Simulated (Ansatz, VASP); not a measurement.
# One calculation of LiCl, two programs

```
Li Cl
1.0
     0.00000    2.47709    2.47709
     2.47709    0.00000    2.47709
     2.47709    2.47709    0.00000
Li Cl
1 1
Direct
  0.00000 0.00000 0.00000
  0.50000 0.50000 0.50000
```

Alike in both runs: task single point; functional r2SCAN; k mesh 8 × 8 × 8; occupations gaussian, width 0.02 eV; no spin polarisation.

|  | VASP | Ansatz |
| --- | --- | --- |
| version | VASP 6.6.1 | Ansatz 0.2.0 |
| potentials or method | VASP PAW PBE potentials, release 64 (Li_sv, Cl), cutoff 520 eV | scalar-relativistic, plane waves, PAW |
| valence electrons in the cell | 10 | 10 |

```csv
,VASP,Ansatz,Ansatz less VASP
gap on the k mesh at the Fermi level (eV),7.66,7.64,-0.020
least direct gap on the mesh (eV),7.98,7.93,-0.055
```

VASP's potentials were made for PBE, not for r2SCAN. The functional is the same, so the differences come from potentials, cutoffs and numerics.

Noted on VASP's run: the cutoff is short for stress, so the pressure is rough.
